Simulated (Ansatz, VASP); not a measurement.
Two plane-wave programs on Na2Hg2Se3

```
Na Hg Se
1.0
     3.51075    2.02693    4.66328
    -3.51075    2.02693    4.66328
     0.00000   -4.05386    4.66328
Na Hg Se
2 2 3
Cartesian
  0.0000 0.0000 4.2320
  0.0000 0.0000 9.7579
  0.0000 0.0000 0.0000
  0.0000 0.0000 6.9949
  0.0000 -2.0269 2.3316
  1.7554 1.0135 2.3316
  -1.7554 1.0135 2.3316
```

Alike in both runs: functional PBE; k mesh 6 × 6 × 6; occupations gaussian, width 0.1 eV; no spin polarisation.

Ansatz relaxed the structure, and its values are those at the end. VASP's run is a single point on that final structure, the one shown.

|  | VASP | Ansatz |
| --- | --- | --- |
| version | VASP 6.6.1 | Ansatz 0.2.0 |
| potentials or method | VASP PAW PBE potentials, release 64 (Na_pv, Hg, Se), cutoff 520 eV | scalar-relativistic, plane waves, PAW |
| valence electrons in the cell | 56 | 106 |

```tsv
	VASP	Ansatz	Ansatz less VASP
gap on the k mesh at the Fermi level (eV)	none	none	-
pressure (GPa)	0.0	0.0	-0.05
rms of the force components (eV/Å)	0.003	0.003	-0.0009
```

A gap of «none» marks a metal or a gap that the smearing closes. The functional is the same, so the differences come from potentials, cutoffs and numerics. VASP's potentials hold 56 valence electrons a cell and Ansatz's 106, so a difference there can come from the potentials and not from the codes.

Spin-orbit coupling is off throughout.
